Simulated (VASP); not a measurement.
# BAs (F-43m) in VASP: a series of runs

The runs below take BAs through single point, with r2SCAN0.

Everything below comes from runs of VASP 6.6.1. Logs are shortened: lines on timing, memory, paths and dates and some standing lists are left out, and cuts for length are marked.

### 1 The cell of the first run

Symmetry: F-43m, No. 216, cubic system. The conventional cell has a = 4.679 Å, b = 4.679 Å, c = 4.679 Å, α = 90.00°, β = 90.00°, γ = 90.00°. As (site symmetry -43m) has 4 B at 2.03 Å within 2.7 Å. B (site symmetry -43m) has 4 As at 2.03 Å within 2.7 Å.

### 2 Single point, r2SCAN0

POSCAR reads:

```
BAs
1.0
    0.0000000000      2.3397414207      2.3397414207
    2.3397414207      0.0000000000      2.3397414207
    2.3397414207      2.3397414207      0.0000000000
As B
1 1
Direct
    0.7500000000      0.7500000000      0.7500000000
    0.0000000000      0.0000000000      0.0000000000
```

INCAR.step1 reads:

```
PREC = Accurate
ENCUT = 520
EDIFF = 1E-5
ISMEAR = -1
SIGMA = 0.05
LREAL = False
LASPH = True
NELM = 100
ALGO = Normal
ISIF = 2
LWAVE = True
LCHARG = False
NBANDS = 11
GGA = PE
```

INCAR.step2 reads:

```
PREC = Accurate
ENCUT = 520
EDIFF = 1E-6
ISMEAR = -1
SIGMA = 0.05
LREAL = False
LASPH = True
NELM = 100
ALGO = Normal
ISIF = 2
LWAVE = False
LCHARG = False
METAGGA = R2SCAN
LHFCALC = True
AEXX = 0.25
LMIXTAU = True
PRECFOCK = Normal
NBANDS = 11
ISTART = 1
```

KPOINTS reads:

```
regular mesh
0
Gamma
  5 5 5
```

Potentials or basis: VASP PAW PBE potentials, release 64 (As, B).

Launch:

```bash
> cat potpaw_PBE.64/As/POTCAR potpaw_PBE.64/B/POTCAR > POTCAR
> cp INCAR.step1 INCAR
> mpirun -np 1 vasp_std > vasp.out
> cp INCAR.step2 INCAR
> mpirun -np 1 vasp_std > vasp.out
```

OUTCAR:

```text
PREC = Accurate
   ENCUT = 520
   EDIFF = 1E-6
   ISMEAR = -1
   LREAL = False
   LASPH = True
   NELM = 100
   ISIF = 2
   METAGGA = R2SCAN
   LHFCALC = True
   AEXX = 0.25
   PRECFOCK = Normal
   ISTART = 1

 ion  position               nearest neighbor table
   1  0.750  0.750  0.750-   2 2.03   2 2.03   2 2.03   2 2.03
   2  0.000  0.000  0.000-   1 2.03   1 2.03   1 2.03   1 2.03

  LATTYP: Found a face centered cubic cell.
 ALAT       =     4.6794828414

  Lattice vectors:

 A1 = (   0.0000000000,   2.3397414207,   2.3397414207)
 A2 = (   2.3397414207,   0.0000000000,   2.3397414207)
 A3 = (   2.3397414207,   2.3397414207,   0.0000000000)

Analysis of symmetry for initial positions (statically):
=====================================================================
 Subroutine PRICEL returns:
 Original cell was already a primitive cell.

 Routine SETGRP: Setting up the symmetry group for a
 face centered cubic supercell.

 Subroutine GETGRP returns: Found 24 space group operations
 (whereof 24 operations were pure point group operations)
 out of a pool of 48 trial point group operations.

The static configuration has the point symmetry T_d .

Analysis of symmetry for dynamics (positions and initial velocities):
=====================================================================
 Subroutine PRICEL returns:
 Original cell was already a primitive cell.

 Routine SETGRP: Setting up the symmetry group for a
 face centered cubic supercell.

 Subroutine GETGRP returns: Found 24 space group operations
 (whereof 24 operations were pure point group operations)
 out of a pool of 48 trial point group operations.

The dynamic configuration has the point symmetry T_d .

 Subroutine INISYM returns: Found 24 space group operations
 (whereof 24 operations are pure point group operations),
 and found     1 'primitive' translations

----------------------------------------------------------------------------------------

                                     Primitive cell

  volume of cell :      25.6173

  direct lattice vectors                    reciprocal lattice vectors
     0.000000000  2.339741421  2.339741421    -0.213698828  0.213698828  0.213698828
     2.339741421  0.000000000  2.339741421     0.213698828 -0.213698828  0.213698828
     2.339741421  2.339741421  0.000000000     0.213698828  0.213698828 -0.213698828

  length of vectors
     3.308894050  3.308894050  3.308894050     0.370137228  0.370137228  0.370137228

  position of ions in fractional coordinates (direct lattice)
     0.750000000  0.750000000  0.750000000
     0.000000000  0.000000000  0.000000000

  ion indices of the primitive-cell ions
   primitive index   ion index
                 1           1
                 2           2

----------------------------------------------------------------------------------------

 KPOINTS: regular mesh

Automatic generation of k-mesh.
 Grid dimensions read from file:
 generate k-points for:    5    5    5

 Generating k-lattice:

  Cartesian coordinates                     Fractional coordinates (reciprocal lattice)
    -0.042739766  0.042739766  0.042739766     0.200000000  0.000000000  0.000000000
     0.042739766 -0.042739766  0.042739766     0.000000000  0.200000000  0.000000000
     0.042739766  0.042739766 -0.042739766     0.000000000  0.000000000  0.200000000

  Length of vectors
     0.074027446  0.074027446  0.074027446

  Shift w.r.t. Gamma in fractional coordinates (k-lattice)
     0.000000000  0.000000000  0.000000000

 Subroutine IBZKPT returns following result:
 ===========================================

 Found     10 irreducible k-points:

 Following reciprocal coordinates:
            Coordinates               Weight
  0.000000  0.000000  0.000000      1.000000
  0.200000  0.000000  0.000000      8.000000
  0.400000  0.000000  0.000000      8.000000
  0.200000  0.200000  0.000000      6.000000
  0.400000  0.200000  0.000000     24.000000
 -0.400000  0.200000  0.000000     24.000000
 -0.200000  0.200000  0.000000     12.000000
  0.400000  0.400000  0.000000      6.000000
 -0.400000  0.400000  0.000000     12.000000
 -0.400000  0.400000  0.200000     24.000000
   k-points           NKPTS =     10   k-points in BZ     NKDIM =    125   number of bands    NBANDS=     11
   number of dos      NEDOS =    301   number of ions     NIONS =      2
   total plane-waves  NPLWV =  21952
   dimension x,y,z NGX =    28 NGY =   28 NGZ =   28
   dimension x,y,z NGXF=    56 NGYF=   56 NGZF=   56
   ions per type =               1   1
   NGX,Y,Z   is equivalent  to a cutoff of  14.07, 14.07, 14.07 a.u.
   NGXF,Y,Z  is equivalent  to a cutoff of  28.14, 28.14, 28.14 a.u.
 SYSTEM =  unknown system
   PREC   = accura    normal or accurate (medium, high low for compatibility)
   ISTART =      1    job   : 0-new  1-cont  2-samecut
   ICHARG =      0    charge: 1-file 2-atom 10-const
   ISPIN  =      1    spin polarized calculation?
   LNONCOLLINEAR =      F non collinear calculations
   LSORBIT =      F    spin-orbit coupling
   LASPH  =      T    aspherical Exc in radial PAW
   ENCUT  =  520.0 eV  38.22 Ry    6.18 a.u.   6.15  6.15  6.15*2*pi/ulx,y,z
   NELM   =    100;   NELMIN=  2; NELMDL=  0     # of ELM steps
   EDIFF  = 0.1E-05   stopping-criterion for ELM
   LREAL  =      F    real-space projection
   EDIFFG = 0.1E-04   stopping-criterion for IOM
   NSW    =      0    number of steps for IOM
   IBRION =     -1    ionic relax: 0-MD 1-quasi-New 2-CG
   NFREE  =      0    steps in history (QN), initial steepest desc. (CG)
   ISIF   =      2    stress and relaxation
   ISYM   =      3    0-nonsym 1-usesym 2-fastsym
   POTIM  = 0.5000    time-step for ionic-motion
   TEBEG  =    0.0;   TEEND  =   0.0 temperature during run
   PSTRESS=    0.0 pullay stress
   NELECT =       8.0000    total number of electrons
   NUPDOWN=      -1.0000    fix difference up-down
   EMIN   =  10.00;   EMAX   =-10.00  energy-range for DOS
   EFERMI =   0.00;   METHOD = LEGACY
   ISMEAR =    -1;   SIGMA  =   0.05  broadening in eV -4-tet -1-fermi 0-gaus
   EFERMI_NEDOS =   21; number of points for ismear=-14 and -15
   IALGO  =     38    algorithm
   IMIX   =      1    mixing-type and parameters
     AMIX     =   0.40;   BMIX     =  1.00
     AMIX_MAG =   1.60;   BMIX_MAG =  1.00
  volume/ion in A,a.u.               =      12.81        86.44
  Fermi-wavevector in a.u.,A,eV,Ry     =   1.110692  2.098903 16.784646  1.233637
  Thomas-Fermi vector in A             =   2.247246
   LORBIT       =      0    0 simple, 1 ext, 2 COOP (PROOUT), +10 PAW based schemes
   METAGGA = R2SCAN    functional components
   LHFCALC =     T    Hartree Fock is set to
   PRECFOCK=normal    Normal, Fast or Accurate (Low or Medium for compatibility)
   ENCUT4O =  -1.0   cutoff for four orbital integrals eV
   NKREDX  =     1    reduce k-point grid by
   NKREDY  =     1    reduce k-point grid by
   NKREDZ  =     1    reduce k-point grid by
   AEXX    =    0.2500 exact exchange contribution
   HFSCREEN=    0.0000 screening length (either q_TF or 0.3 A-1)
   HFSCREENC=   0.0000 screening length for correlation (either q_TF or 0.3 A-1)
   ENCUTFOCK=  -1.0 apply spherical cutoff to Coloumb kernel
   IVDW    =     0    specifies the selected vdW correction
   LEPSILON=     F    determine dielectric tensor
   LRPA    =     F    only Hartree local field effects (RPA)
 non-spin polarized calculation
  energy-cutoff  :      520.00
  volume of cell :       25.62
 maximum number of plane-waves:       701
 NGX is ok and might be reduce to    28
  NGX = 20; NGY = 20; NGZ = 20

 number of electron       8.0000000 magnetization

 Free energy of the ion-electron system (eV)
  ---------------------------------------------------
  ext. energy  EPLUGINS =         0.00000000
  ---------------------------------------------------
  free energy    TOTEN  =       -22.34443999 eV

  energy without entropy =      -22.34443999  energy(sigma->0) =      -22.34443999

 E-fermi :   7.1562     XC(G=0):  -8.8943

 val. band max:        6.0181508630   @ k =   0.0000   0.0000   0.0000
 cond. band min:       8.6264247957   @ k =   0.4000   0.4000   0.0000
 fundamental gap:      2.6082739327
 Fermi energy:         7.1561650964

 k-point     1 :       0.0000    0.0000    0.0000
  band No.  band energies     occupation
      1     -12.1313      2.00000
      2       6.0182      2.00000
      3       6.0182      2.00000
      4       6.0182      2.00000
      5      11.0059      0.00000
      6      11.0059      0.00000
      7      11.0059      0.00000
      8      13.7650      0.00000
      9      18.2636      0.00000
     10      21.3938      0.00000
     11      21.3938      0.00000

 k-point     2 :       0.2000    0.0000    0.0000
  band No.  band energies     occupation
      1     -11.3536      2.00000
      2       1.6123      2.00000
      3       4.9684      2.00000
      4       4.9684      2.00000
      5      11.3318      0.00000
      6      12.3292      0.00000
      7      12.3292      0.00000
      8      16.1117      0.00000
      9      19.4615      0.00000
     10      19.4615      0.00000
     11      20.0308      0.00000

 k-point     3 :       0.4000    0.0000    0.0000
  band No.  band energies     occupation
      1      -9.2887      2.00000
      2      -3.4583      2.00000
      3       3.9446      2.00000
      4       3.9446      2.00000
      5      10.9371      0.00000
      6      12.7321      0.00000
      7      12.7321      0.00000
      8      17.4219      0.00000
      9      21.2110      0.00000
     10      21.9303      0.00000
     11      21.9303      0.00000
[... 71 lines left out ...]
 k-point     9 :      -0.4000    0.4000    0.0000
  band No.  band energies     occupation
      1      -6.8724      2.00000
      2      -3.9297      2.00000
      3      -0.7619      2.00000
      4       1.5353      2.00000
      5       9.3654      0.00000
      6      12.3523      0.00000
      7      18.8842      0.00000
      8      19.4145      0.00000
      9      20.4006      0.00000
     10      22.9751      0.00000
     11      26.6108      0.00000

 k-point    10 :      -0.4000    0.4000    0.2000
  band No.  band energies     occupation
      1      -7.5590      2.00000
      2      -3.0699      2.00000
      3      -0.5587      2.00000
      4       1.0039      2.00000
      5      12.3785      0.00000
      6      13.3957      0.00000
      7      14.4854      0.00000
      8      18.6908      0.00000
      9      20.0478      0.00000
     10      23.3086      0.00000
     11      26.4080      0.00000

------------------------ aborting loop because EDIFF is reached ----------------------------------------

  FORCE on cell =-STRESS in cart. coord.  units (eV):
  Direction    XX          YY          ZZ          XY          YZ          ZX
  --------------------------------------------------------------------------------------
  -------------------------------------------------------------------------------------
  Total        1.3348010      1.3348010      1.3348010     -0.0000000      0.0000000     -0.0000000
  in kB       83.4821327     83.4821327     83.4821327     -0.0000000      0.0000000     -0.0000000
  external PRESSURE =      83.4821327 kB  Pullay stress =       0.0000000 kB

 VOLUME and BASIS-vectors are now :
 -----------------------------------------------------------------------------
  energy-cutoff  :      520.00
  volume of cell :       25.62
      direct lattice vectors                 reciprocal lattice vectors
     0.000000000  2.339741421  2.339741421    -0.213698828  0.213698828  0.213698828
     2.339741421  0.000000000  2.339741421     0.213698828 -0.213698828  0.213698828
     2.339741421  2.339741421  0.000000000     0.213698828  0.213698828 -0.213698828

 POSITION                                       TOTAL-FORCE (eV/Angst)
 -----------------------------------------------------------------------------------
      3.50961      3.50961      3.50961        -0.000000     -0.000000     -0.000000
      0.00000      0.00000      0.00000         0.000000      0.000000      0.000000
 -----------------------------------------------------------------------------------
    total drift:                                0.000001      0.000000      0.000000

  FREE ENERGIE OF THE ION-ELECTRON SYSTEM (eV)
  ---------------------------------------------------
  free  energy   TOTEN  =       -22.3444399938 eV

  energy  without entropy=      -22.3444399938  energy(sigma->0) =      -22.34443999
```

Run time: 2.6 min. Hardware: 1 thread of AMD EPYC 7R13 (Zen 3), shared host; peak memory 0.14 GiB.

What came out:

```yaml
Free_energy: -22.3444 eV
Pressure: 8.3 GPa
Band_gap_on_the_k_mesh: 2.61 eV (least direct gap 4.99 eV)
```

Caveat: the k points lie up to 0.47 Å⁻¹ apart; the PAW data sets were made with another functional, which shifts forces and pressure a little; an odd mesh through Γ misses points on the zone boundary, where band edges can lie.

(Part 1 of 2 ends here.)
